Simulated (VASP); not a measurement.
# MoSe in VASP: a series of runs, part 2 of 2

VASP 6.6.1. Earlier steps stand in the parts before.

## (5) Single point, PBE

The input, INCAR:

```
PREC = Accurate
ENCUT = 520
EDIFF = 1E-6
ISMEAR = 0
SIGMA = 0.005
LREAL = F
LASPH = T
NELM = 60
ALGO = Normal
ISIF = 2
LWAVE = F
LCHARG = F
GGA = PE
NBANDS = 17
```

The input, KPOINTS:

```
regular mesh
0
Gamma
  6 6 6
```

The input, POSCAR:

```
MoSe
1.0
    0.0000000000      2.8928795100      2.8928795100
    2.8928795100      0.0000000000      2.8928795100
    2.8928795100      2.8928795100      0.0000000000
Mo Se
1 1
Direct
   -0.0034630000     -0.0090930000      0.0151280000
    0.4981490000      0.4951660000      0.5026950000
```

Potentials or basis: VASP PAW PBE potentials, release 64 (Mo_sv, Se).

Command:

```sh
$ cat potpaw_PBE.64/Mo_sv/POTCAR potpaw_PBE.64/Se/POTCAR > POTCAR
$ mpirun -np 1 vasp_std > vasp.out
```

OUTCAR:

```text
PREC = Accurate
   ENCUT = 520
   EDIFF = 1E-6
   ISMEAR = 0
   LREAL = F
   LASPH = T
   NELM = 60
   ISIF = 2
   GGA = PE

 ion  position               nearest neighbor table
   1  0.997  0.991  0.015-   2 2.86   2 2.87   2 2.88   2 2.91   2 2.92   2 2.92
   2  0.498  0.495  0.503-   1 2.86   1 2.87   1 2.88   1 2.91   1 2.92   1 2.92

  LATTYP: Found a face centered cubic cell.
 ALAT       =     5.7857590200

  Lattice vectors:

 A1 = (   0.0000000000,   2.8928795100,   2.8928795100)
 A2 = (   2.8928795100,   0.0000000000,   2.8928795100)
 A3 = (   2.8928795100,   2.8928795100,   0.0000000000)

Analysis of symmetry for initial positions (statically):
=====================================================================
 Subroutine PRICEL returns:
 Original cell was already a primitive cell.

 Routine SETGRP: Setting up the symmetry group for a
 face centered cubic supercell.

 Subroutine GETGRP returns: Found  1 space group operations
 (whereof  1 operations were pure point group operations)
 out of a pool of 48 trial point group operations.

The static configuration has the point symmetry C_1 .

Analysis of symmetry for dynamics (positions and initial velocities):
=====================================================================
 Subroutine PRICEL returns:
 Original cell was already a primitive cell.

 Routine SETGRP: Setting up the symmetry group for a
 face centered cubic supercell.

 Subroutine GETGRP returns: Found  1 space group operations
 (whereof  1 operations were pure point group operations)
 out of a pool of 48 trial point group operations.

The dynamic configuration has the point symmetry C_1 .

 Subroutine INISYM returns: Found  1 space group operations
 (whereof  1 operations are pure point group operations),
 and found     1 'primitive' translations

----------------------------------------------------------------------------------------

                                     Primitive cell

  volume of cell :      48.4196

  direct lattice vectors                    reciprocal lattice vectors
     0.000000000  2.892879510  2.892879510    -0.172838170  0.172838170  0.172838170
     2.892879510  0.000000000  2.892879510     0.172838170 -0.172838170  0.172838170
     2.892879510  2.892879510  0.000000000     0.172838170  0.172838170 -0.172838170

  length of vectors
     4.091149437  4.091149437  4.091149437     0.299364492  0.299364492  0.299364492

  position of ions in fractional coordinates (direct lattice)
     0.996537000  0.990907000  0.015128000
     0.498149000  0.495166000  0.502695000

  ion indices of the primitive-cell ions
   primitive index   ion index
                 1           1
                 2           2

----------------------------------------------------------------------------------------

 KPOINTS: regular mesh

Automatic generation of k-mesh.
 Grid dimensions read from file:
 generate k-points for:    6    6    6

 Generating k-lattice:

  Cartesian coordinates                     Fractional coordinates (reciprocal lattice)
    -0.028806362  0.028806362  0.028806362     0.166666667  0.000000000  0.000000000
     0.028806362 -0.028806362  0.028806362     0.000000000  0.166666667  0.000000000
     0.028806362  0.028806362 -0.028806362     0.000000000  0.000000000  0.166666667

  Length of vectors
     0.049894082  0.049894082  0.049894082

  Shift w.r.t. Gamma in fractional coordinates (k-lattice)
     0.000000000  0.000000000  0.000000000

 Subroutine IBZKPT returns following result:
 ===========================================

 Found    112 irreducible k-points:

 Following reciprocal coordinates:
            Coordinates               Weight
  0.000000  0.000000  0.000000      1.000000
  0.166667  0.000000  0.000000      2.000000
  0.000000  0.166667  0.000000      2.000000
  0.000000  0.000000  0.166667      2.000000
  0.166667  0.166667  0.166667      2.000000
  0.333333  0.000000  0.000000      2.000000
[... 16 lines left out ...]
  0.166667 -0.166667 -0.166667      2.000000
  0.333333  0.333333  0.166667      2.000000
 [... further k-points ...]
   k-points           NKPTS =    112   k-points in BZ     NKDIM =    112   number of bands    NBANDS=     17
   number of dos      NEDOS =    301   number of ions     NIONS =      2
   total plane-waves  NPLWV =  27000
   dimension x,y,z NGX =    30 NGY =   30 NGZ =   30
   dimension x,y,z NGXF=    60 NGYF=   60 NGZF=   60
   ions per type =               1   1
   NGX,Y,Z   is equivalent  to a cutoff of  12.19, 12.19, 12.19 a.u.
   NGXF,Y,Z  is equivalent  to a cutoff of  24.38, 24.38, 24.38 a.u.
 SYSTEM =  unknown system
   PREC   = accura    normal or accurate (medium, high low for compatibility)
   ISTART =      0    job   : 0-new  1-cont  2-samecut
   ICHARG =      2    charge: 1-file 2-atom 10-const
   ISPIN  =      1    spin polarized calculation?
   LNONCOLLINEAR =      F non collinear calculations
   LSORBIT =      F    spin-orbit coupling
   LASPH  =      T    aspherical Exc in radial PAW
   ENCUT  =  520.0 eV  38.22 Ry    6.18 a.u.   7.61  7.61  7.61*2*pi/ulx,y,z
   NELM   =     60;   NELMIN=  2; NELMDL= -5     # of ELM steps
   EDIFF  = 0.1E-05   stopping-criterion for ELM
   LREAL  =      F    real-space projection
   EDIFFG = 0.1E-04   stopping-criterion for IOM
   NSW    =      0    number of steps for IOM
   IBRION =     -1    ionic relax: 0-MD 1-quasi-New 2-CG
   NFREE  =      0    steps in history (QN), initial steepest desc. (CG)
   ISIF   =      2    stress and relaxation
   ISYM   =      2    0-nonsym 1-usesym 2-fastsym
   POTIM  = 0.5000    time-step for ionic-motion
   TEBEG  =    0.0;   TEEND  =   0.0 temperature during run
   PSTRESS=    0.0 pullay stress
   NELECT =      20.0000    total number of electrons
   NUPDOWN=      -1.0000    fix difference up-down
   EMIN   =  10.00;   EMAX   =-10.00  energy-range for DOS
   EFERMI =   0.00;   METHOD = LEGACY
   ISMEAR =     0;   SIGMA  =   0.01  broadening in eV -4-tet -1-fermi 0-gaus
   EFERMI_NEDOS =   21; number of points for ismear=-14 and -15
   IALGO  =     38    algorithm
   IMIX   =      4    mixing-type and parameters
     AMIX     =   0.40;   BMIX     =  1.00
     AMIX_MAG =   1.60;   BMIX_MAG =  1.00
  volume/ion in A,a.u.               =      24.21       163.38
  Fermi-wavevector in a.u.,A,eV,Ry     =   1.219208  2.303969 20.224628  1.486468
  Thomas-Fermi vector in A             =   2.354468
   LORBIT       =      0    0 simple, 1 ext, 2 COOP (PROOUT), +10 PAW based schemes
   GGA     = PE    functional components
   LHFCALC =     F    Hartree Fock is set to
   AEXX    =    0.0000 exact exchange contribution
   IVDW    =     0    specifies the selected vdW correction
   LEPSILON=     F    determine dielectric tensor
   LRPA    =     F    only Hartree local field effects (RPA)
 non-spin polarized calculation
 Gauss-broadening in eV      SIGMA  =   0.01
  energy-cutoff  :      520.00
  volume of cell :       48.42
 maximum number of plane-waves:      1315
   NGX = 15   NGY = 15   NGZ = 15

 number of electron      20.0000000 magnetization

 Free energy of the ion-electron system (eV)
  ---------------------------------------------------
  ext. energy  EPLUGINS =         0.00000000
  ---------------------------------------------------
  free energy    TOTEN  =       -12.18650442 eV

  energy without entropy =      -12.18623336  energy(sigma->0) =      -12.18636889

 E-fermi :   5.8993     XC(G=0): -10.2568

 val. band max:        5.8713737954   @ k =   0.1667   0.0000  -0.1667
 cond. band min:       5.9027734512   @ k =   0.5000   0.0000   0.1667
 fundamental gap:      0.0313996558
 Fermi energy:         5.8993177618

 k-point     1 :       0.0000    0.0000    0.0000
  band No.  band energies     occupation
      1     -55.4592      2.00000
      2     -29.5141      2.00000
      3     -29.5135      2.00000
      4     -29.5133      2.00000
      5      -8.2639      2.00000
      6       3.8844      2.00000
[... 9 lines left out ...]
     16      15.9707      0.00000
     17      15.9733      0.00000

 k-point     2 :       0.1667    0.0000    0.0000
  band No.  band energies     occupation
      1     -55.4589      2.00000
      2     -29.5203      2.00000
      3     -29.5147      2.00000
      4     -29.5142      2.00000
      5      -8.0948      2.00000
      6       2.3321      2.00000
[... 9 lines left out ...]
     16      14.8894      0.00000
     17      14.8983      0.00000
[... 421 lines left out ...]
 k-point    24 :       0.3333    0.3333    0.1667
  band No.  band energies     occupation
      1     -55.4583      2.00000
      2     -29.5295      2.00000
      3     -29.5182      2.00000
      4     -29.5178      2.00000
      5      -7.7804      2.00000
      6       0.9824      2.00000
[... 9 lines left out ...]
     16      13.3024      0.00000
     17      13.9779      0.00000

 [... further k-points ...]
[... 5 lines left out ...]
  --------------------------------------------------------------------------------------
  -------------------------------------------------------------------------------------
  Total       -6.1436062     -6.1340567     -6.1496543     -0.0039194      0.0028789      0.0021638
  in kB     -203.2885522   -202.9725623   -203.4886804     -0.1296893      0.0952610      0.0715993
  external PRESSURE =    -203.2499316 kB  Pullay stress =       0.0000000 kB

 VOLUME and BASIS-vectors are now :
 -----------------------------------------------------------------------------
  energy-cutoff  :      520.00
  volume of cell :       48.42
      direct lattice vectors                 reciprocal lattice vectors
     0.000000000  2.892879510  2.892879510    -0.172838170  0.172838170  0.172838170
     2.892879510  0.000000000  2.892879510     0.172838170 -0.172838170  0.172838170
     2.892879510  2.892879510  0.000000000     0.172838170  0.172838170 -0.172838170

 POSITION                                       TOTAL-FORCE (eV/Angst)
 -----------------------------------------------------------------------------------
      2.91034      2.92662      5.74944         0.084441      0.111435     -0.060826
      2.88669      2.89532      2.87354        -0.084441     -0.111435      0.060826
 -----------------------------------------------------------------------------------
    total drift:                               -0.000135      0.000069     -0.000104

  FREE ENERGIE OF THE ION-ELECTRON SYSTEM (eV)
  ---------------------------------------------------
  free  energy   TOTEN  =       -12.1865044196 eV

  energy  without entropy=      -12.1862333582  energy(sigma->0) =      -12.18636889
```

OSZICAR:

```text
N       E                     dE             d eps       ncg     rms          rms(c)
DAV:   1     0.127542914047E+03    0.12754E+03   -0.10176E+04  3848   0.109E+03
DAV:   2    -0.906388174029E+01   -0.13661E+03   -0.13360E+03  4995   0.286E+02
DAV:   3    -0.128516138585E+02   -0.37877E+01   -0.37188E+01  4299   0.431E+01
DAV:   4    -0.128756979736E+02   -0.24084E-01   -0.24068E-01  4539   0.377E+00
DAV:   5    -0.128758190462E+02   -0.12107E-03   -0.12107E-03  4212   0.283E-01    0.661E+00
DAV:   6    -0.122645011862E+02    0.61132E+00   -0.39304E+00  3838   0.117E+01    0.307E+00
DAV:   7    -0.121891507518E+02    0.75350E-01   -0.35336E-01  3891   0.402E+00    0.162E+00
DAV:   8    -0.121869474716E+02    0.22033E-02   -0.41110E-02  3936   0.120E+00    0.445E-01
DAV:   9    -0.121864207002E+02    0.52677E-03   -0.25456E-03  4036   0.414E-01    0.202E-01
DAV:  10    -0.121865122813E+02   -0.91581E-04   -0.67002E-04  3988   0.194E-01    0.429E-02
DAV:  11    -0.121865043466E+02    0.79347E-05   -0.62881E-05  3988   0.552E-02    0.170E-02
DAV:  12    -0.121865056565E+02   -0.13099E-05   -0.65332E-06  4359   0.184E-02    0.726E-03
DAV:  13    -0.121865045993E+02    0.10572E-05   -0.50758E-06  3045   0.140E-02    0.238E-03
DAV:  14    -0.121865044196E+02    0.17968E-06   -0.45701E-07  1941   0.482E-03
   1 F= -.12186504E+02 E0= -.12186369E+02  d E =-.271061E-03
```

Wall time 66 s (1 thread of Intel Xeon Platinum 8259CL at 2.50GHz (Skylake/Cascade Lake), shared host); peak memory 0.23 GiB.

What came out:

```
Free energy            : -12.1865 eV
Pressure               : -20.3 GPa
Largest force          : 0.152 eV/Å
Band gap on the k mesh : zero (bands 10 and 11 overlap by 1.19 eV)
```

Forces on the atoms (eV/Å):
```
Mo   0.084  0.111 -0.061
Se  -0.084 -0.111  0.061
```

Caveat: the cell stands under tension.

## (6) Single point, PBE, non-collinear spin, zero start, spin-orbit coupling

The input, INCAR:

```
SYSTEM = MoSe
PREC = Accurate
ENCUT = 520
EDIFF = 1E-6
ISMEAR = 0
SIGMA = 0.05
LREAL = .FALSE.
LASPH = .TRUE.
NELM = 150
ALGO = Normal
ISIF = 2
LWAVE = .FALSE.
LCHARG = .FALSE.
MAGMOM = 0 0 0 0 0 0
LORBIT = 11
LSORBIT = .TRUE.
GGA_COMPAT = .FALSE.
LORBMOM = .TRUE.
LMAXMIX = 4
GGA = PE
NBANDS = 32
```

The input, KPOINTS:

```
regular mesh
0
G
  7 7 7
  0 0 0
```

The input, POSCAR:

```
MoSe
1.0
    0.0000000000      2.8928795100      2.8928795100
    2.8928795100      0.0000000000      2.8928795100
    2.8928795100      2.8928795100      0.0000000000
Mo Se
1 1
Direct
    0.0000000000      0.0000000000      0.0000000000
    0.5000000000      0.5000000000      0.5000000000
```

Potentials or basis: VASP PAW PBE potentials, release 64 (Mo_sv, Se).

Command:

```sh
$ cat potpaw_PBE.64/Mo_sv/POTCAR potpaw_PBE.64/Se/POTCAR > POTCAR
$ mpirun -np 1 vasp_ncl > vasp.out
```

Wall time 55 s (1 thread of Intel Xeon Platinum 8259CL at 2.50GHz (Skylake/Cascade Lake), shared host); peak memory 0.29 GiB.

Results (log left out):

| Quantity | Value |
| --- | --- |
| Free energy | -12.3250 eV |
| Pressure | -20.0 GPa |
| Net moment | 0.00 μB per cell |
| Valence electrons inside the program's atomic spheres | Mo 12.01; Se 3.74 |

Moments on the atoms (μB; x, y, z):
```
Mo  0.00 0.00 0.00
Se  0.00 0.00 0.00
```

Caveat: the cell stands under tension.

## (7) Single point, PBE, non-collinear spin, zero start, spin-orbit coupling

The input, INCAR:

```
ALGO = Normal
EDIFF = 1E-6
ENCUT = 520
GGA = PE
GGA_COMPAT = False
ISIF = 2
ISMEAR = 0
LASPH = True
LCHARG = True
LMAXMIX = 4
LORBIT = 11
LORBMOM = True
LREAL = False
LSORBIT = True
LVHAR = True
LWAVE = False
MAGMOM = 0 0 0 0 0 0
NBANDS = 32
NELM = 150
PREC = Accurate
SIGMA = 0.05
```

The input, KPOINTS:

```
k-points
0
Gamma
  7 7 7
```

POSCAR is that of step 6.

Command:

```sh
$ cat potpaw_PBE.64/Mo_sv/POTCAR potpaw_PBE.64/Se/POTCAR > POTCAR
$ mpirun -np 1 vasp_ncl > vasp.out
```

It took 58 s on 1 thread of Intel Xeon Platinum 8259CL at 2.50GHz (Skylake/Cascade Lake), shared host; peak memory 0.29 GiB.

Results (log left out):

| Item | Value |
| --- | --- |
| Free energy | -12.3250 eV |
| Pressure | -20.0 GPa |
| Net moment | 0.00 μB per cell |
| Valence electrons inside the program's atomic spheres | Mo 12.01; Se 3.74 |

Moments on the atoms (μB; x, y, z):
```
Mo  0.00 0.00 0.00
Se  0.00 0.00 0.00
```

Caveat: the cell stands under tension.

## (8) The runs side by side

```csv
spin,cell,k mesh,smearing,gap on the mesh (eV),pressure (GPa),largest force (eV/Å)
off,"as given, atomic positions A",6 × 6 × 6,gaussian 0.05 eV,none,-20.3,0.18
off,"as given, atomic positions A",6 × 6 × 6,gaussian 0.025 eV,none,-20.3,0.17
off,"as given, atomic positions A",6 × 6 × 6,gaussian 0.01 eV,none,-20.3,0.15
off,"as given, atomic positions A",6 × 6 × 6,gaussian 0.005 eV,none,-20.3,0.15
"non-collinear, zero start, SOC","as given, atomic positions B",7 × 7 × 7,gaussian 0.05 eV,-,-20.0,-
```

Alike in all rows: task single point; level PBE; potentials or basis VASP PAW PBE potentials, release 64 (Mo_sv, Se); cutoff (eV) 520.

Caveats: the cell stands under tension.

Total energies depend on the potentials used, so only differences within one code and one set of settings carry meaning.

The gap in the log of VASP goes by the Fermi energy; the results here count the filled bands.